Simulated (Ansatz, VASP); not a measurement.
**EuO: VASP beside Ansatz**

```
Eu O
1.0
     0.00000    2.49204    2.49204
     2.49204    0.00000    2.49204
     2.49204    2.49204    0.00000
Eu O
1 1
Direct
  0.50000 0.50000 0.50000
  0.00000 0.00000 0.00000
```

Alike in both runs: task single point; functional LDA; k mesh 8 × 8 × 8; occupations gaussian, width 0.05 eV; collinear spin; Hubbard terms Eu f U = 6.0 eV.

```csv
,VASP,Ansatz
version,VASP 6.6.1,Ansatz 0.2.0
potentials or method,"VASP PAW PBE potentials, release 64 (Eu, O), cutoff 600 eV","scalar-relativistic, plane waves, PAW"
valence electrons in the cell,23,23
```

VASP gave:

```
gap on the k mesh at the Fermi level (eV)                     : none
pressure (GPa)                                                : 1.9
net moment per atom (μB)                                      : 3.50
size of the moment on the site where the two differ most (μB) : 6.73
```

Task: What did Ansatz give for the same quantities?

Result: gap on the k mesh at the Fermi level (eV): none; pressure (GPa): 2.4; net moment per atom (μB): 3.50; size of the moment on the site where the two differ most (μB): 6.69.

VASP's potentials were made for PBE, not for LDA. LDA's correlation is that of Perdew and Zunger in VASP and of Perdew and Wang (1992) in Ansatz. Site moments also hang on the region over which each program counts them. The programs project onto different local orbitals, so the same U acts differently, and such runs can settle in different states. A gap of «none» marks a metal or a gap that the smearing closes. Ansatz's warnings: filled band counts differ across k points.

Spin-orbit coupling is off throughout.
